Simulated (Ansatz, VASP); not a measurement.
# Two plane-wave programs on In

File POSCAR:

```
In
1.0
   -1.8567138398      1.8567138398      1.8567138398
    1.8567138398     -1.8567138398      1.8567138398
    1.8567138398      1.8567138398     -1.8567138398
In
1
Direct
    0.0000000000      0.0000000000      0.0000000000
```

Contents of INCAR.step1:

```
  ALGO = Normal
  EDIFF = 1E-5
  ENCUT = 550
  GGA = PE
  GGA_COMPAT = False
  ISMEAR = -1
  LASPH = True
  LCHARG = False
  LREAL = False
  LWAVE = True
  NBANDS = 12
  NELM = 120
  PREC = Accurate
  SIGMA = 0.1
```

Contents of INCAR.step2:

```
  ALGO = Normal
  EDIFF = 1E-6
  ENCUT = 550
  GGA_COMPAT = False
  ISIF = 2
  ISMEAR = -1
  ISTART = 1
  LASPH = True
  LCHARG = True
  LELF = True
  LMIXTAU = True
  LREAL = False
  LVHAR = True
  LWAVE = False
  METAGGA = R2SCAN
  NBANDS = 12
  NELM = 120
  PREC = Accurate
  SIGMA = 0.1
```

Contents of KPOINTS:

```
k-points
0
Gamma
  13 13 13
```

Input for Ansatz:

```yaml
crystal:
  lattice:
    - [-1.8567138398, 1.8567138398, 1.8567138398]
    - [1.8567138398, -1.8567138398, 1.8567138398]
    - [1.8567138398, 1.8567138398, -1.8567138398]
  atoms:
    - { symbol: In, position: [0.0, 0.0, 0.0] }
hamiltonian:
  xc: r2scan
  pseudopotentials:
    kind: paw
    azcp:
      In: "pseudopotentials/In.paw.azcp"
basis:
  ecutwfc: 500
  fft_grid_basis: typed
kpoints:
  mp_grid: { grid: [13, 13, 13], shift: [0, 0, 0] }
magnetization:
  spin_polarized: false
scf:
  occupations: { method: fermi_dirac, width: 0.1 }
  lower_state_search: "off"
output:
  stress: true
```

Alike in both runs: task single point; functional r2SCAN; k mesh 13 × 13 × 13; occupations fermi-dirac, width 0.1 eV; no spin polarisation.

|  | VASP | Ansatz |
| --- | --- | --- |
| version | VASP 6.6.1 | Ansatz 0.2.0 |
| potentials or method | VASP PAW PBE potentials, release 64 (In_d), cutoff 550 eV | plane waves (500 eV) with PAW, scalar-relativistic |
| valence electrons in the cell | 13 | 13 |

VASP gave:

| Item | Value |
| --- | --- |
| pressure (GPa) | 1.8 |

Problem. Estimate Ansatz's values.

Solution. Pressure (GPa): 1.7.

VASP's potentials were made for PBE, not for r2SCAN. With one functional, cell and mesh, what is left measures potentials, basis and numerics.
